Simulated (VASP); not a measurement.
# Sr (Fm-3m) in VASP: a series of runs

Sr is run at these levels: r2SCAN; tasks: single point.

All numbers are computed with VASP 6.6.1; they aren't measurements. Logs are shortened: lines on timing, memory, paths and dates and some standing lists are left out, and cuts for length are marked.

**1. The cell of the first run**

Symmetry: Fm-3m, No. 225, cubic system. The conventional cell has a = 6.002 Å, b = 6.002 Å, c = 6.002 Å, α = 90.00°, β = 90.00°, γ = 90.00°. Sr (site symmetry m-3m) has 12 Sr at 4.24 Å within 5.6 Å.

**2. Single point, r2SCAN**

POSCAR

```
Sr
1.0
    0.0000000000      3.0012321217      3.0012321217
    3.0012321217      0.0000000000      3.0012321217
    3.0012321217      3.0012321217      0.0000000000
Sr
1
Direct
    0.0000000000      0.0000000000      0.0000000000
```

INCAR.step1

```
PREC = Accurate ; ENCUT = 520
ISMEAR = -1 ; SIGMA = 0.05
LREAL = F ; LASPH = T
NELM = 60 ; NBANDS = 11
GGA = PE ; ALGO = Normal
EDIFF = 1E-4 ; LWAVE = T
LCHARG = F
```

INCAR.step2

```
PREC = Accurate ; ENCUT = 520
EDIFF = 1E-6 ; ISMEAR = -1
SIGMA = 0.05 ; LREAL = F
LASPH = T ; NELM = 60
ALGO = Normal ; ISIF = 2
LWAVE = F ; LCHARG = F
METAGGA = R2SCAN ; LMIXTAU = T
NBANDS = 11 ; ISTART = 1
```

KPOINTS

```
regular mesh
0
Gamma
  8 8 8
```

Potentials or basis: VASP PAW PBE potentials, release 64 (Sr_sv).

Started as:

```bash
$ cat potpaw_PBE.64/Sr_sv/POTCAR > POTCAR
$ cp INCAR.step1 INCAR
$ mpirun -np 1 vasp_std > vasp.out
$ cp INCAR.step2 INCAR
$ mpirun -np 1 vasp_std > vasp.out
```

OUTCAR:

```text
PREC = Accurate
   ENCUT = 520
   EDIFF = 1E-6
   ISMEAR = -1
   LREAL = F
   LASPH = T
   NELM = 60
   ISIF = 2
   METAGGA = R2SCAN
   ISTART = 1

 ion  position               nearest neighbor table
   1  0.000  0.000  0.000-

  LATTYP: Found a face centered cubic cell.
 ALAT       =     6.0024642434

  Lattice vectors:

 A1 = (   0.0000000000,   3.0012321217,   3.0012321217)
 A2 = (   3.0012321217,   0.0000000000,   3.0012321217)
 A3 = (   3.0012321217,   3.0012321217,   0.0000000000)

Analysis of symmetry for initial positions (statically):
=====================================================================
 Subroutine PRICEL returns:
 Original cell was already a primitive cell.

 Routine SETGRP: Setting up the symmetry group for a
 face centered cubic supercell.

 Subroutine GETGRP returns: Found 48 space group operations
 (whereof 48 operations were pure point group operations)
 out of a pool of 48 trial point group operations.

The static configuration has the point symmetry O_h .

Analysis of symmetry for dynamics (positions and initial velocities):
=====================================================================
 Subroutine PRICEL returns:
 Original cell was already a primitive cell.

 Routine SETGRP: Setting up the symmetry group for a
 face centered cubic supercell.

 Subroutine GETGRP returns: Found 48 space group operations
 (whereof 48 operations were pure point group operations)
 out of a pool of 48 trial point group operations.

The dynamic configuration has the point symmetry O_h .

 Subroutine INISYM returns: Found 48 space group operations
 (whereof 48 operations are pure point group operations),
 and found     1 'primitive' translations

----------------------------------------------------------------------------------------

                                     Primitive cell

  volume of cell :      54.0666

  direct lattice vectors                    reciprocal lattice vectors
     0.000000000  3.001232122  3.001232122    -0.166598244  0.166598244  0.166598244
     3.001232122  0.000000000  3.001232122     0.166598244 -0.166598244  0.166598244
     3.001232122  3.001232122  0.000000000     0.166598244  0.166598244 -0.166598244

  length of vectors
     4.244383170  4.244383170  4.244383170     0.288556622  0.288556622  0.288556622

  position of ions in fractional coordinates (direct lattice)
     0.000000000  0.000000000  0.000000000

  ion indices of the primitive-cell ions
   primitive index   ion index
                 1           1

----------------------------------------------------------------------------------------

 KPOINTS: regular mesh

Automatic generation of k-mesh.
 Grid dimensions read from file:
 generate k-points for:    8    8    8

 Generating k-lattice:

  Cartesian coordinates                     Fractional coordinates (reciprocal lattice)
    -0.020824780  0.020824780  0.020824780     0.125000000  0.000000000  0.000000000
     0.020824780 -0.020824780  0.020824780     0.000000000  0.125000000  0.000000000
     0.020824780  0.020824780 -0.020824780     0.000000000  0.000000000  0.125000000

  Length of vectors
     0.036069578  0.036069578  0.036069578

  Shift w.r.t. Gamma in fractional coordinates (k-lattice)
     0.000000000  0.000000000  0.000000000

 Subroutine IBZKPT returns following result:
 ===========================================

 Found     29 irreducible k-points:

 Following reciprocal coordinates:
            Coordinates               Weight
  0.000000  0.000000  0.000000      1.000000
  0.125000  0.000000  0.000000      8.000000
  0.250000  0.000000  0.000000      8.000000
  0.375000  0.000000  0.000000      8.000000
  0.500000  0.000000  0.000000      4.000000
  0.125000  0.125000  0.000000      6.000000
[... 16 lines left out ...]
  0.500000  0.250000  0.125000     48.000000
 -0.375000  0.250000  0.125000     24.000000
 [... further k-points ...]
   k-points           NKPTS =     29   k-points in BZ     NKDIM =     29   number of bands    NBANDS=     11
   number of dos      NEDOS =    301   number of ions     NIONS =      1
   total plane-waves  NPLWV =  32768
   dimension x,y,z NGX =    32 NGY =   32 NGZ =   32
   dimension x,y,z NGXF=    64 NGYF=   64 NGZF=   64
   ions per type =               1
   NGX,Y,Z   is equivalent  to a cutoff of  12.53, 12.53, 12.53 a.u.
   NGXF,Y,Z  is equivalent  to a cutoff of  25.07, 25.07, 25.07 a.u.
 SYSTEM =  unknown system
   PREC   = accura    normal or accurate (medium, high low for compatibility)
   ISTART =      1    job   : 0-new  1-cont  2-samecut
   ICHARG =      0    charge: 1-file 2-atom 10-const
   ISPIN  =      1    spin polarized calculation?
   LNONCOLLINEAR =      F non collinear calculations
   LSORBIT =      F    spin-orbit coupling
   LASPH  =      T    aspherical Exc in radial PAW
   ENCUT  =  520.0 eV  38.22 Ry    6.18 a.u.   7.89  7.89  7.89*2*pi/ulx,y,z
   NELM   =     60;   NELMIN=  2; NELMDL=  0     # of ELM steps
   EDIFF  = 0.1E-05   stopping-criterion for ELM
   LREAL  =      F    real-space projection
   EDIFFG = 0.1E-04   stopping-criterion for IOM
   NSW    =      0    number of steps for IOM
   IBRION =     -1    ionic relax: 0-MD 1-quasi-New 2-CG
   NFREE  =      0    steps in history (QN), initial steepest desc. (CG)
   ISIF   =      2    stress and relaxation
   ISYM   =      2    0-nonsym 1-usesym 2-fastsym
   POTIM  = 0.5000    time-step for ionic-motion
   TEBEG  =    0.0;   TEEND  =   0.0 temperature during run
   PSTRESS=    0.0 pullay stress
   NELECT =      10.0000    total number of electrons
   NUPDOWN=      -1.0000    fix difference up-down
   EMIN   =  10.00;   EMAX   =-10.00  energy-range for DOS
   EFERMI =   0.00;   METHOD = LEGACY
   ISMEAR =    -1;   SIGMA  =   0.05  broadening in eV -4-tet -1-fermi 0-gaus
   EFERMI_NEDOS =   21; number of points for ismear=-14 and -15
   IALGO  =     38    algorithm
   IMIX   =      4    mixing-type and parameters
     AMIX     =   0.40;   BMIX     =  1.00
     AMIX_MAG =   1.60;   BMIX_MAG =  1.00
  volume/ion in A,a.u.               =      54.07       364.86
  Fermi-wavevector in a.u.,A,eV,Ry     =   0.932750  1.762642 11.837375  0.870023
  Thomas-Fermi vector in A             =   2.059380
   LORBIT       =      0    0 simple, 1 ext, 2 COOP (PROOUT), +10 PAW based schemes
   METAGGA = R2SCAN    functional components
   LHFCALC =     F    Hartree Fock is set to
   AEXX    =    0.0000 exact exchange contribution
   IVDW    =     0    specifies the selected vdW correction
   LEPSILON=     F    determine dielectric tensor
   LRPA    =     F    only Hartree local field effects (RPA)
 non-spin polarized calculation
  energy-cutoff  :      520.00
  volume of cell :       54.07
 maximum number of plane-waves:      1475
   NGX = 15   NGY = 15   NGZ = 15

 number of electron      10.0000000 magnetization

 Free energy of the ion-electron system (eV)
  ---------------------------------------------------
  ext. energy  EPLUGINS =         0.00000000
  ---------------------------------------------------
  free energy    TOTEN  =       -15.10134653 eV

  energy without entropy =      -15.09200184  energy(sigma->0) =      -15.09667418

 E-fermi :   1.6246     XC(G=0):  -7.8474

 val. band max:        1.5895490277   @ k =  -0.3750   0.3750   0.0000
 cond. band min:       1.6412253600   @ k =  -0.3750   0.2500   0.1250
 fundamental gap:      0.0516763323
 Fermi energy:         1.6246226165

 k-point     1 :       0.0000    0.0000    0.0000
  band No.  band energies     occupation
      1     -36.3167      2.00000
      2     -17.5728      2.00000
      3     -17.5728      2.00000
      4     -17.5728      2.00000
      5      -2.1951      2.00000
      6       4.3888      0.00000
      7       4.3888      0.00000
      8       4.3888      0.00000
      9       5.9614      0.00000
     10       5.9614      0.00000
     11       9.2333      0.00000

 k-point     2 :       0.1250    0.0000    0.0000
  band No.  band energies     occupation
      1     -36.3143      2.00000
      2     -17.6056      2.00000
      3     -17.5771      2.00000
      4     -17.5771      2.00000
      5      -1.9283      2.00000
      6       3.9611      0.00000
      7       4.5010      0.00000
      8       4.5010      0.00000
      9       5.8099      0.00000
     10       5.8099      0.00000
     11       9.8597      0.00000

 k-point     3 :       0.2500    0.0000    0.0000
  band No.  band energies     occupation
      1     -36.3084      2.00000
      2     -17.6834      2.00000
      3     -17.5873      2.00000
      4     -17.5873      2.00000
      5      -1.1854      2.00000
      6       3.1249      0.00000
      7       4.5336      0.00000
      8       4.5336      0.00000
      9       5.8933      0.00000
     10       5.8934      0.00000
     11       9.0389      0.00000

 k-point     4 :       0.3750    0.0000    0.0000
  band No.  band energies     occupation
      1     -36.3026      2.00000
      2     -17.7594      2.00000
      3     -17.5976      2.00000
      4     -17.5976      2.00000
      5      -0.1543      2.00000
      6       2.2650      0.00001
      7       4.2994      0.00000
      8       4.2994      0.00000
      9       6.5831      0.00000
     10       6.5831      0.00000
     11       8.2709      0.00000
[... 239 lines left out ...]
 k-point    22 :       0.3750    0.2500    0.1250
  band No.  band energies     occupation
      1     -36.3041      2.00000
      2     -17.7021      2.00000
      3     -17.6271      2.00000
      4     -17.6007      2.00000
      5      -0.5676      2.00000
      6       2.8760      0.00000
      7       3.7561      0.00000
      8       5.0345      0.00000
      9       5.2773      0.00000
     10       6.7532      0.00000
     11       9.5289      0.00000

 k-point    23 :       0.5000    0.2500    0.1250
  band No.  band energies     occupation
      1     -36.2994      2.00000
      2     -17.7428      2.00000
      3     -17.6510      2.00000
      4     -17.6131      2.00000
      5       0.4161      2.00000
      6       2.3439      0.00000
      7       3.2574      0.00000
      8       4.8046      0.00000
      9       6.0624      0.00000
     10       7.3371      0.00000
     11       8.1712      0.00000

 k-point    24 :      -0.3750    0.2500    0.1250
  band No.  band energies     occupation
      1     -36.2975      2.00000
      2     -17.7602      2.00000
      3     -17.6585      2.00000
      4     -17.6198      2.00000
      5       1.2931      1.99736
      6       1.6412      0.83548
      7       3.2064      0.00000
      8       4.6704      0.00000
      9       6.5705      0.00000
     10       7.3221      0.00000
     11       7.6129      0.00000

 [... further k-points ...]
[... 5 lines left out ...]
  --------------------------------------------------------------------------------------
  -------------------------------------------------------------------------------------
  Total        0.2007096      0.2007096      0.2007096     -0.0000000     -0.0000000     -0.0000000
  in kB        5.9477114      5.9477114      5.9477114     -0.0000000     -0.0000000     -0.0000000
  external PRESSURE =       5.9477114 kB  Pullay stress =       0.0000000 kB

 VOLUME and BASIS-vectors are now :
 -----------------------------------------------------------------------------
  energy-cutoff  :      520.00
  volume of cell :       54.07
      direct lattice vectors                 reciprocal lattice vectors
     0.000000000  3.001232122  3.001232122    -0.166598244  0.166598244  0.166598244
     3.001232122  0.000000000  3.001232122     0.166598244 -0.166598244  0.166598244
     3.001232122  3.001232122  0.000000000     0.166598244  0.166598244 -0.166598244

 POSITION                                       TOTAL-FORCE (eV/Angst)
 -----------------------------------------------------------------------------------
      0.00000      0.00000      0.00000         0.000000     -0.000000     -0.000000
 -----------------------------------------------------------------------------------
    total drift:                                0.000000      0.000000     -0.000000

  FREE ENERGIE OF THE ION-ELECTRON SYSTEM (eV)
  ---------------------------------------------------
  free  energy   TOTEN  =       -15.1013465270 eV

  energy  without entropy=      -15.0920018366  energy(sigma->0) =      -15.09667418
```

Wall time 34 s (1 thread of Intel Xeon Platinum 8488C (Sapphire Rapids), shared host); peak memory 0.18 GiB.

Results:

* Free energy: -15.1013 eV
* Pressure: 0.6 GPa
* Band gap on the k mesh: zero (band 5 reaches 1.75 eV, above the bottom of band 6 at 1.64 eV)

Caveat: the PAW data sets were made with another functional, which shifts forces and pressure a little.

**3. Single point, r2SCAN**

This run uses another cell than the first one, of 57.45 Å³/atom, 1.063 times its volume.

POSCAR

```
Sr
1.0
    0.0000000000      3.0624986004      3.0624986004
    3.0624986004      0.0000000000      3.0624986004
    3.0624986004      3.0624986004      0.0000000000
Sr
1
Direct
    0.0000000000      0.0000000000      0.0000000000
```

INCAR.step1

```
SYSTEM = Sr
PREC = Accurate
ENCUT = 520
ISMEAR = -1
SIGMA = 0.05
LREAL = .FALSE.
LASPH = .TRUE.
NELM = 80
NBANDS = 11
GGA = PE
ALGO = Normal
EDIFF = 1E-4
LWAVE = .TRUE.
LCHARG = .FALSE.
```

INCAR.step2

```
SYSTEM = Sr
PREC = Accurate
ENCUT = 520
EDIFF = 1E-6
ISMEAR = -1
SIGMA = 0.05
LREAL = .FALSE.
LASPH = .TRUE.
NELM = 80
ALGO = Normal
ISIF = 2
LWAVE = .FALSE.
LCHARG = .TRUE.
METAGGA = R2SCAN
LMIXTAU = .TRUE.
LELF = .TRUE.
LVHAR = .TRUE.
NBANDS = 11
ISTART = 1
```

KPOINTS

```
regular mesh
0
G
  8 8 8
  0 0 0
```

Potentials or basis: VASP PAW PBE potentials, release 64 (Sr_sv).

Started as:

```bash
$ cat potpaw_PBE.64/Sr_sv/POTCAR > POTCAR
$ cp INCAR.step1 INCAR
$ mpirun -np 1 vasp_std > vasp.out
$ cp INCAR.step2 INCAR
$ mpirun -np 1 vasp_std > vasp.out
```

OUTCAR:

```text
SYSTEM = Sr
   PREC = Accurate
   ENCUT = 520
   EDIFF = 1E-6
   ISMEAR = -1
   LREAL = .FALSE.
   LASPH = .TRUE.
   NELM = 80
   ISIF = 2
   METAGGA = R2SCAN
   ISTART = 1

 ion  position               nearest neighbor table
   1  0.000  0.000  0.000-

  LATTYP: Found a face centered cubic cell.
 ALAT       =     6.1249972008

  Lattice vectors:

 A1 = (   0.0000000000,   3.0624986004,   3.0624986004)
 A2 = (   3.0624986004,   0.0000000000,   3.0624986004)
 A3 = (   3.0624986004,   3.0624986004,   0.0000000000)
[... 504 lines left out ...]
      2     -18.0656      2.00000
      3     -17.9839      2.00000
      4     -17.9528      2.00000
      5       1.0811      1.99701
      6       1.4026      1.03672
      7       2.9801      0.00000
      8       4.3707      0.00000
      9       6.1356      0.00000
     10       6.8530      0.00000
     11       7.0786      0.00000

 [... further k-points ...]
[... 5 lines left out ...]
  --------------------------------------------------------------------------------------
  -------------------------------------------------------------------------------------
  Total       -0.0525917     -0.0525917     -0.0525917      0.0000000      0.0000000      0.0000000
  in kB       -1.4667964     -1.4667964     -1.4667964      0.0000000      0.0000000      0.0000000
  external PRESSURE =      -1.4667964 kB  Pullay stress =       0.0000000 kB

 VOLUME and BASIS-vectors are now :
 -----------------------------------------------------------------------------
  energy-cutoff  :      520.00
  volume of cell :       57.45
      direct lattice vectors                 reciprocal lattice vectors
     0.000000000  3.062498600  3.062498600    -0.163265381  0.163265381  0.163265381
     3.062498600  0.000000000  3.062498600     0.163265381 -0.163265381  0.163265381
     3.062498600  3.062498600  0.000000000     0.163265381  0.163265381 -0.163265381

 POSITION                                       TOTAL-FORCE (eV/Angst)
 -----------------------------------------------------------------------------------
      0.00000      0.00000      0.00000        -0.000000      0.000000     -0.000000
 -----------------------------------------------------------------------------------
    total drift:                                0.000000      0.000000      0.000000

  FREE ENERGIE OF THE ION-ELECTRON SYSTEM (eV)
  ---------------------------------------------------
  free  energy   TOTEN  =       -15.1059886094 eV

  energy  without entropy=      -15.0951747357  energy(sigma->0) =      -15.10058167
```

OUTCAR.step1:

```text
SYSTEM = Sr
   PREC = Accurate
   ENCUT = 520
   ISMEAR = -1
   LREAL = .FALSE.
   LASPH = .TRUE.
[... 552 lines left out ...]
 -----------------------------------------------------------------------------------
      0.00000      0.00000      0.00000         0.000000      0.000000      0.000000
 -----------------------------------------------------------------------------------
    total drift:                                0.000000      0.000000      0.000000

  FREE ENERGIE OF THE ION-ELECTRON SYSTEM (eV)
  ---------------------------------------------------
  free  energy   TOTEN  =        -1.6418344405 eV

  energy  without entropy=       -1.6326098930  energy(sigma->0) =       -1.63722217
```

OSZICAR.step1:

```text
N       E                     dE             d eps       ncg     rms          rms(c)
DAV:   1     0.363893498727E+02    0.36389E+02   -0.47160E+03   638   0.773E+02
DAV:   2    -0.111684069752E-01   -0.36401E+02   -0.35863E+02   764   0.151E+02
DAV:   3    -0.154768119256E+01   -0.15365E+01   -0.15236E+01   901   0.238E+01
DAV:   4    -0.163629916195E+01   -0.88618E-01   -0.88433E-01   839   0.521E+00
DAV:   5    -0.163861766544E+01   -0.23185E-02   -0.23184E-02   921   0.673E-01    0.108E+01
DAV:   6    -0.164059077311E+01   -0.19731E-02   -0.68027E-03   740   0.936E-01    0.606E+00
DAV:   7    -0.164182854048E+01   -0.12378E-02   -0.11687E-02   696   0.122E+00    0.288E-01
DAV:   8    -0.164181309272E+01    0.15448E-04   -0.13786E-03   948   0.222E-01    0.658E-02
DAV:   9    -0.164183444052E+01   -0.21348E-04   -0.27910E-05   438   0.403E-02
   1 F= -.16418344E+01 E0= -.16372222E+01  d E =-.922455E-02
```

Run time: 34 s. Hardware: 1 thread of Intel Xeon Platinum 8488C (Sapphire Rapids), shared host; peak memory 0.18 GiB.

Results:

```yaml
Free_energy: -15.1060 eV
Pressure: -0.1 GPa
Band_gap_on_the_k_mesh: zero (band 5 reaches 1.58 eV, above the bottom of band 6 at 1.37 eV)
```

Caveat: the PAW data sets were made with another functional, which shifts forces and pressure a little.
